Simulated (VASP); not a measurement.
A run of VASP 6.6.1:

Contents of INCAR:

```
SYSTEM = TiSi2
PREC = Accurate
ENCUT = 520
EDIFF = 1E-6
ISMEAR = 0
SIGMA = 0.1
LREAL = .False.
LASPH = .True.
NELM = 100
ALGO = Normal
ISIF = 2
LWAVE = .False.
LCHARG = .False.
GGA = PE
NBANDS = 17
```

Contents of KPOINTS:

```
regular mesh
0
Gamma
  6 6 6
  0 0 0
```

The input POSCAR:

```
TiSi2
1.0
    3.5684730400      0.0000000000      0.0000000000
    0.0000000000      3.5684730400      0.0000000000
    0.0000000000      0.0000000000      3.6986324800
Ti Si
1 2
Direct
    0.0000000000      0.0000000000      0.5000000000
    0.5000000000      0.5000000000      0.0000000000
    0.0000000000      0.0000000000      0.0000000000
```

Potentials or basis: VASP PAW PBE potentials, release 64 (Ti_sv, Si).

The run is started by

```sh
$ cat potpaw_PBE.64/Ti_sv/POTCAR potpaw_PBE.64/Si/POTCAR > POTCAR
$ mpirun -np 1 vasp_std > vasp.out
```

Hardware: 1 thread of Intel(R) Xeon(R) 6975P-C (Granite Rapids) (shared host).

Question: Estimate the wall time of this run.

Answer: Run time: 13 s on 1 thread of Intel(R) Xeon(R) 6975P-C (Granite Rapids) (shared host), peak memory 0.17 GiB. Counts: scf iterations 14, k points 40.
